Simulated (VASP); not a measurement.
# GaN (I-4m2) in VASP: single point with HSE06

Aim: the single point of GaN with HSE06.

Everything below comes from runs of VASP 6.6.1. Logs are shortened: lines on timing, memory, paths and dates and some standing lists are left out, and cuts for length are marked.

### 1 The cell of the first run

The structure is tetragonal, space group I-4m2 (No. 119). Conventional cell: a = 3.149 Å, b = 3.149 Å, c = 4.545 Å, α = 90.00°, β = 90.00°, γ = 90.00°. Within 2.6 Å of Ga (site symmetry -4m2) lie 4 N at 1.94 Å. Within 2.6 Å of N (site symmetry -4m2) lie 4 Ga at 1.94 Å.

### 2 Single point, HSE06 (epitaxial xy strain -1.0%)

File POSCAR:

```
GaN
1.0
    0.0000000000      2.2264630157      2.2727256636
    2.2264630157      0.0000000000      2.2727256636
    2.2264630157      2.2264630157      0.0000000000
Ga N
1 1
Direct
    0.0000000000      0.0000000000      0.0000000000
    0.2500000000      0.2500000000      0.2500000000
```

File INCAR.step1:

```
PREC = Accurate
ENCUT = 520
EDIFF = 1E-5
ISMEAR = 0
SIGMA = 0.01
LREAL = False
LASPH = True
NELM = 80
ALGO = Normal
ISIF = 2
LWAVE = True
GGA = PE
NBANDS = 16
```

File INCAR.step2:

```
PREC = Accurate
ENCUT = 520
EDIFF = 1E-6
ISMEAR = 0
SIGMA = 0.01
LREAL = False
LASPH = True
NELM = 80
ALGO = Normal
ISIF = 2
LWAVE = False
LCHARG = True
GGA = PE
LHFCALC = True
HFSCREEN = 0.2079
PRECFOCK = Normal
LELF = True
LVHAR = True
ISTART = 1
NBANDS = 16
```

File KPOINTS:

```
Automatic mesh
0
Gamma
  6 6 6
```

Potentials or basis: VASP PAW PBE potentials, release 64 (Ga_d, N).

Started as:

```sh
$ cat potpaw_PBE.64/Ga_d/POTCAR potpaw_PBE.64/N/POTCAR > POTCAR
$ cp INCAR.step1 INCAR
$ mpirun -np 1 vasp_std > vasp.out
$ cp INCAR.step2 INCAR
$ mpirun -np 1 vasp_std > vasp.out
```

OUTCAR:

```text
PREC = Accurate
   ENCUT = 520
   EDIFF = 1E-6
   ISMEAR = 0
   LREAL = False
   LASPH = True
   NELM = 80
   ISIF = 2
   GGA = PE
   LHFCALC = True
   HFSCREEN = 0.2079
   PRECFOCK = Normal
   ISTART = 1

 ion  position               nearest neighbor table
   1  0.000  0.000  0.000-   2 1.94   2 1.94   2 1.94   2 1.94
   2  0.250  0.250  0.250-   1 1.94   1 1.94   1 1.94   1 1.94

  LATTYP: Found a body centered tetragonal cell.
 ALAT       =     3.1486941929
 C/A-ratio  =     1.4435988536

  Lattice vectors:

 A1 = (  -2.2264630157,   0.0000000000,   2.2727256636)
 A2 = (   2.2264630157,   0.0000000000,   2.2727256636)
 A3 = (   0.0000000000,   2.2264630157,  -2.2727256636)

Analysis of symmetry for initial positions (statically):
=====================================================================
 Subroutine PRICEL returns:
 Original cell was already a primitive cell.

 Routine SETGRP: Setting up the symmetry group for a
 body centered tetragonal supercell.

 Subroutine GETGRP returns: Found  8 space group operations
 (whereof  8 operations were pure point group operations)
 out of a pool of 16 trial point group operations.

The static configuration has the point symmetry D_2d.

Analysis of symmetry for dynamics (positions and initial velocities):
=====================================================================
 Subroutine PRICEL returns:
 Original cell was already a primitive cell.

 Routine SETGRP: Setting up the symmetry group for a
 body centered tetragonal supercell.

 Subroutine GETGRP returns: Found  8 space group operations
 (whereof  8 operations were pure point group operations)
 out of a pool of 16 trial point group operations.

The dynamic configuration has the point symmetry D_2d.

 Subroutine INISYM returns: Found  8 space group operations
 (whereof  8 operations are pure point group operations),
 and found     1 'primitive' translations

----------------------------------------------------------------------------------------

                                     Primitive cell

  volume of cell :      22.5324

  direct lattice vectors                    reciprocal lattice vectors
     0.000000000  2.226463016  2.272725664    -0.224571438  0.224571438  0.220000156
     2.226463016  0.000000000  2.272725664     0.224571438 -0.224571438  0.220000156
     2.226463016  2.226463016  0.000000000     0.224571438  0.224571438 -0.220000156

  length of vectors
     3.181575003  3.181575003  3.148694193     0.386347939  0.386347939  0.386347939

  position of ions in fractional coordinates (direct lattice)
     0.000000000  0.000000000  0.000000000
     0.250000000  0.250000000  0.250000000

  ion indices of the primitive-cell ions
   primitive index   ion index
                 1           1
                 2           2

----------------------------------------------------------------------------------------

 KPOINTS: Automatic mesh

Automatic generation of k-mesh.
 Grid dimensions read from file:
 generate k-points for:    6    6    6

 Generating k-lattice:

  Cartesian coordinates                     Fractional coordinates (reciprocal lattice)
    -0.037428573  0.037428573  0.036666693     0.166666667  0.000000000  0.000000000
     0.037428573 -0.037428573  0.036666693     0.000000000  0.166666667  0.000000000
     0.037428573  0.037428573 -0.036666693     0.000000000  0.000000000  0.166666667

  Length of vectors
     0.064391323  0.064391323  0.064391323

  Shift w.r.t. Gamma in fractional coordinates (k-lattice)
     0.000000000  0.000000000  0.000000000

 Subroutine IBZKPT returns following result:
 ===========================================

 Found     30 irreducible k-points:

 Following reciprocal coordinates:
            Coordinates               Weight
  0.000000  0.000000  0.000000      1.000000
  0.166667 -0.000000  0.000000      8.000000
  0.333333  0.000000  0.000000      8.000000
  0.500000  0.000000  0.000000      4.000000
  0.166667  0.166667  0.000000      2.000000
  0.333333  0.166667  0.000000      8.000000
[... 16 lines left out ...]
  0.333333  0.000000  0.333333      4.000000
  0.500000  0.000000  0.333333     16.000000
 [... further k-points ...]
   k-points           NKPTS =     30   k-points in BZ     NKDIM =    216   number of bands    NBANDS=     16
   number of dos      NEDOS =    301   number of ions     NIONS =      2
   total plane-waves  NPLWV =  13824
   dimension x,y,z NGX =    24 NGY =   24 NGZ =   24
   dimension x,y,z NGXF=    48 NGYF=   48 NGZF=   48
   ions per type =               1   1
   NGX,Y,Z   is equivalent  to a cutoff of  12.54, 12.54, 12.67 a.u.
   NGXF,Y,Z  is equivalent  to a cutoff of  25.08, 25.08, 25.34 a.u.
 SYSTEM =  unknown system
   PREC   = accura    normal or accurate (medium, high low for compatibility)
   ISTART =      1    job   : 0-new  1-cont  2-samecut
   ICHARG =      0    charge: 1-file 2-atom 10-const
   ISPIN  =      1    spin polarized calculation?
   LNONCOLLINEAR =      F non collinear calculations
   LSORBIT =      F    spin-orbit coupling
   LASPH  =      T    aspherical Exc in radial PAW
   ENCUT  =  520.0 eV  38.22 Ry    6.18 a.u.   5.92  5.92  5.85*2*pi/ulx,y,z
   NELM   =     80;   NELMIN=  2; NELMDL=  0     # of ELM steps
   EDIFF  = 0.1E-05   stopping-criterion for ELM
   LREAL  =      F    real-space projection
   EDIFFG = 0.1E-04   stopping-criterion for IOM
   NSW    =      0    number of steps for IOM
   IBRION =     -1    ionic relax: 0-MD 1-quasi-New 2-CG
   NFREE  =      0    steps in history (QN), initial steepest desc. (CG)
   ISIF   =      2    stress and relaxation
   ISYM   =      3    0-nonsym 1-usesym 2-fastsym
   POTIM  = 0.5000    time-step for ionic-motion
   TEBEG  =    0.0;   TEEND  =   0.0 temperature during run
   PSTRESS=    0.0 pullay stress
   NELECT =      18.0000    total number of electrons
   NUPDOWN=      -1.0000    fix difference up-down
   EMIN   =  10.00;   EMAX   =-10.00  energy-range for DOS
   EFERMI =   0.00;   METHOD = LEGACY
   ISMEAR =     0;   SIGMA  =   0.01  broadening in eV -4-tet -1-fermi 0-gaus
   EFERMI_NEDOS =   21; number of points for ismear=-14 and -15
   IALGO  =     38    algorithm
   IMIX   =      1    mixing-type and parameters
     AMIX     =   0.40;   BMIX     =  1.00
     AMIX_MAG =   1.60;   BMIX_MAG =  1.00
  volume/ion in A,a.u.               =      11.27        76.03
  Fermi-wavevector in a.u.,A,eV,Ry     =   1.519018  2.870528 31.394309  2.307417
  Thomas-Fermi vector in A             =   2.628061
   LORBIT       =      0    0 simple, 1 ext, 2 COOP (PROOUT), +10 PAW based schemes
   GGA     = PE    functional components
   LHFCALC =     T    Hartree Fock is set to
   PRECFOCK=normal    Normal, Fast or Accurate (Low or Medium for compatibility)
   ENCUT4O =  -1.0   cutoff for four orbital integrals eV
   NKREDX  =     1    reduce k-point grid by
   NKREDY  =     1    reduce k-point grid by
   NKREDZ  =     1    reduce k-point grid by
   AEXX    =    0.2500 exact exchange contribution
   HFSCREEN=    0.2079 screening length (either q_TF or 0.3 A-1)
   HFSCREENC=   0.2079 screening length for correlation (either q_TF or 0.3 A-1)
   ENCUTFOCK=  -1.0 apply spherical cutoff to Coloumb kernel
   IVDW    =     0    specifies the selected vdW correction
   LEPSILON=     F    determine dielectric tensor
   LRPA    =     F    only Hartree local field effects (RPA)
 non-spin polarized calculation
 Gauss-broadening in eV      SIGMA  =   0.01
  energy-cutoff  :      520.00
  volume of cell :       22.53
 maximum number of plane-waves:       620
  NGX = 18; NGY = 18; NGZ = 18

 number of electron      18.0000012 magnetization

 Free energy of the ion-electron system (eV)
  ---------------------------------------------------
  ext. energy  EPLUGINS =         0.00000000
  ---------------------------------------------------
  free energy    TOTEN  =       -14.73433895 eV

  energy without entropy =      -14.73433895  energy(sigma->0) =      -14.73433895

 E-fermi :   4.7238     XC(G=0):  -9.6276

 val. band max:        4.6572119107   @ k =   0.0000   0.0000   0.0000
 cond. band min:       7.7162655993   @ k =   0.0000   0.0000   0.0000
 fundamental gap:      3.0590536886
 Fermi energy:         4.7237558737

 k-point     1 :       0.0000    0.0000    0.0000
  band No.  band energies     occupation
      1     -12.9509      2.00000
      2     -10.9650      2.00000
      3     -10.9435      2.00000
      4     -10.9435      2.00000
      5     -10.6196      2.00000
      6     -10.6195      2.00000
[... 8 lines left out ...]
     15      24.7760      0.00000
     16      25.4916      0.00000

 k-point     2 :       0.1667   -0.0000    0.0000
  band No.  band energies     occupation
      1     -12.6888      2.00000
      2     -10.9245      2.00000
      3     -10.9100      2.00000
      4     -10.7626      2.00000
      5     -10.6227      2.00000
      6     -10.6193      2.00000
[... 8 lines left out ...]
     15      23.3486      0.00000
     16      23.3723      0.00000

 k-point     3 :       0.3333    0.0000    0.0000
  band No.  band energies     occupation
      1     -12.3493      2.00000
      2     -10.8780      2.00000
      3     -10.8630      2.00000
      4     -10.6070      2.00000
      5     -10.5972      2.00000
      6      -9.8773      2.00000
[... 8 lines left out ...]
     15      24.1431      0.00000
     16      24.1682      0.00000

 k-point     4 :       0.5000    0.0000    0.0000
  band No.  band energies     occupation
      1     -12.2748      2.00000
      2     -10.8679      2.00000
      3     -10.8527      2.00000
      4     -10.5851      2.00000
      5     -10.5714      2.00000
      6      -8.9812      2.00000
[... 8 lines left out ...]
     15      26.4170      0.00000
     16      26.5107      0.00000
[... 324 lines left out ...]
 k-point    22 :      -0.3333    0.5000    0.1667
  band No.  band energies     occupation
      1     -12.1659      2.00000
      2     -10.7933      2.00000
      3     -10.7508      2.00000
      4     -10.6393      2.00000
      5     -10.5889      2.00000
      6      -8.2663      2.00000
[... 8 lines left out ...]
     15      27.2552      0.00000
     16      30.1286      0.00000

 k-point    23 :       0.3333    0.0000    0.3333
  band No.  band energies     occupation
      1     -12.2305      2.00000
      2     -10.7948      2.00000
      3     -10.7404      2.00000
      4     -10.7320      2.00000
      5     -10.5621      2.00000
      6      -9.5138      2.00000
[... 8 lines left out ...]
     15      28.5922      0.00000
     16      29.6239      0.00000

 k-point    24 :       0.5000    0.0000    0.3333
  band No.  band energies     occupation
      1     -12.1813      2.00000
      2     -10.8165      2.00000
      3     -10.7062      2.00000
      4     -10.6973      2.00000
      5     -10.5593      2.00000
      6      -8.5890      2.00000
[... 8 lines left out ...]
     15      29.0424      0.00000
     16      29.4415      0.00000

 [... further k-points ...]

------------------------ aborting loop because EDIFF is reached ----------------------------------------

  FORCE on cell =-STRESS in cart. coord.  units (eV):
  Direction    XX          YY          ZZ          XY          YZ          ZX
  --------------------------------------------------------------------------------------
  -------------------------------------------------------------------------------------
  Total        0.3892801      0.3892801     -0.0175255      0.0000000     -0.0000000     -0.0000000
  in kB       27.6799167     27.6799167     -1.2461583      0.0000000     -0.0000000     -0.0000000
  external PRESSURE =      18.0378917 kB  Pullay stress =       0.0000000 kB

 VOLUME and BASIS-vectors are now :
 -----------------------------------------------------------------------------
  energy-cutoff  :      520.00
  volume of cell :       22.53
      direct lattice vectors                 reciprocal lattice vectors
     0.000000000  2.226463016  2.272725664    -0.224571438  0.224571438  0.220000156
     2.226463016  0.000000000  2.272725664     0.224571438 -0.224571438  0.220000156
     2.226463016  2.226463016  0.000000000     0.224571438  0.224571438 -0.220000156

 POSITION                                       TOTAL-FORCE (eV/Angst)
 -----------------------------------------------------------------------------------
      0.00000      0.00000      0.00000        -0.000000     -0.000000     -0.000000
      1.11323      1.11323      1.13636         0.000000      0.000000      0.000000
 -----------------------------------------------------------------------------------
    total drift:                                0.000001      0.000001     -0.000002

  FREE ENERGIE OF THE ION-ELECTRON SYSTEM (eV)
  ---------------------------------------------------
  free  energy   TOTEN  =       -14.7343389547 eV

  energy  without entropy=      -14.7343389547  energy(sigma->0) =      -14.73433895
```

It took 84 min on 1 thread of Intel Xeon 8259CL, shared host; peak memory 0.26 GiB.

Results:

| Item | Value |
| --- | --- |
| Free energy | -14.7343 eV |
| Pressure | 1.8 GPa |
| Band gap on the k mesh | 3.06 eV |

Levels at points of the mesh, in eV from the valence-band top:
| k point | band 7 | band 8 | band 9 | band 10 | band 11 | band 12 |
| --- | --- | --- | --- | --- | --- | --- |
| (0.00, 0.00, 0.00) | -0.10 | 0.00 | 0.00 | 3.06 | 11.98 | 11.98 |
| (0.50, 0.00, 0.00) | -7.68 | -1.18 | -1.01 | 6.16 | 10.48 | 11.81 |
| (0.50, 0.50, 0.00) | -6.82 | -2.88 | -2.88 | 4.53 | 8.45 | 13.47 |
| (0.50, 0.00, 0.50) | -6.59 | -3.06 | -3.04 | 4.38 | 8.10 | 13.78 |

Caveat: the cell differs from its parent crystal (epitaxial xy strain -1.0%); the structure was generated, so it needn't be the stable form of GaN; the PAW data sets were made with another functional, which shifts forces and pressure a little.
